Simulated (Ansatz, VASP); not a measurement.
Two plane-wave programs on Cd

The input INCAR:

```
SYSTEM = Cd
PREC     = Accurate       ! precision mode
ENCUT    = 600            ! plane-wave cutoff, eV
EDIFF    = 1E-7           ! SCF threshold, eV
ISMEAR   = 0              ! smearing method
SIGMA    = 0.1            ! smearing width, eV
LREAL    = .False.        ! projectors in reciprocal space
LASPH    = .True.         ! aspherical terms in the spheres
NELM     = 100            ! most SCF steps
ALGO     = Normal         ! electronic algorithm
ISIF     = 3              ! what is computed and relaxed
LWAVE    = .False.        ! write WAVECAR
LCHARG   = .False.        ! write CHGCAR
GGA      = PS             ! functional
IBRION   = 2              ! ionic algorithm
NSW      = 100            ! ionic steps
EDIFFG   = -0.01          ! ionic threshold
```

KPOINTS

```
Automatic mesh
0
Gamma
  24 24 24
  0 0 0
```

Contents of POSCAR:

```
Cd
1.0
   -1.5458648465      1.5458648465      2.3518078511
    1.5458648465     -1.5458648465      2.3518078511
    1.5458648465      1.5458648465     -2.3518078511
Cd
1
Direct
    0.0000000000      0.0000000000      0.0000000000
```

Input for Ansatz:

```yaml
crystal:
  lattice:
    - [-1.5458648465, 1.5458648465, 2.3518078511]
    - [1.5458648465, -1.5458648465, 2.3518078511]
    - [1.5458648465, 1.5458648465, -2.3518078511]
  atoms:
    - { symbol: Cd, position: [0.0, 0.0, 0.0] }
basis:
  ecutwfc: 420
kpoints:
  mp_grid: { grid: [24, 24, 24] }
hamiltonian:
  xc: pbesol
scf:
  occupations: { method: gaussian, width: 0.1 }
output:
  forces: true
  stress: true
  eigenvalues: true
relax:
  adjacent_minimum: "off"
  f_tol: 0.01
  max_steps: 80
  cell: { stress_tol: 0.05 }
```

Alike in both runs: task relaxation of cell and atoms; functional PBEsol; k mesh 24 × 24 × 24; occupations gaussian, width 0.1 eV; no spin polarisation.

|  | VASP | Ansatz |
| --- | --- | --- |
| version | VASP 6.6.1 | Ansatz 0.2.0 |
| potentials or method | VASP PAW PBE potentials, release 64 (Cd), cutoff 600 eV | scalar-relativistic, plane waves, PAW |
| valence electrons in the cell | 12 | 20 |

|  | VASP | Ansatz | Ansatz less VASP |
| --- | --- | --- | --- |
| gap on the k mesh at the Fermi level, each at its own relaxed structure (eV) | none | none | - |
| relaxed volume (Å³/atom) | 21.04 | 20.94 | -0.094 |
| relaxed cell length with the largest relative difference (Å) | 3.099 | 3.095 | -0.0037 |

VASP's potentials were made for PBE, not for PBEsol. A gap of «none» marks a metal or a gap that the smearing closes. VASP's potentials hold 12 valence electrons a cell and Ansatz's 20, so a difference there can come from the potentials and not from the codes.
